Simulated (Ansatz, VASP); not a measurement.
One calculation of SiO2, two programs

```xyz
12
Lattice="5.1582 0.0000 0.0000 0.0000 5.1582 0.0000 0.0000 0.0000 7.2374" Properties=species:S:1:pos:R:3 pbc="T T T"
Si    1.4725    1.4725    0.0000
Si    1.1066    4.0516    1.8094
Si    3.6857    3.6857    3.6187
Si    4.0516    1.1066    5.4281
O     1.2593    0.3906    1.1943
O     2.1885    3.8384    3.0036
O     3.8989    4.7676    4.8130
O     2.9697    1.3198    6.6223
O     3.8384    2.1885    4.2338
O     4.7676    3.8989    2.4245
O     1.3198    2.9697    0.6151
O     0.3906    1.2593    6.0432
```

Alike in both runs: functional BLYP; k mesh 4 × 4 × 3; no spin polarisation.

Ansatz relaxed the structure, and its values are those at the end. VASP's run is a single point on that final structure, the one shown.

|  | VASP | Ansatz |
| --- | --- | --- |
| version | VASP 6.6.1 | Ansatz 0.2.0 |
| potentials or method | VASP PAW PBE potentials, release 64 (Si, O) | scalar-relativistic, plane waves, PAW |
| plane-wave cutoff (eV) | 520 | 420 |
| occupations | gaussian, width 0.01 eV | fixed |
| valence electrons in the cell | 64 | 64 |

VASP gave:

```
pressure (GPa)                     : 0.6
rms of the force components (eV/Å) : 0.014
```

Question: Which values does Ansatz return?

Answer: Pressure (GPa): 0.0; rms of the force components (eV/Å): 0.000.

VASP's potentials were made for PBE, not for BLYP.
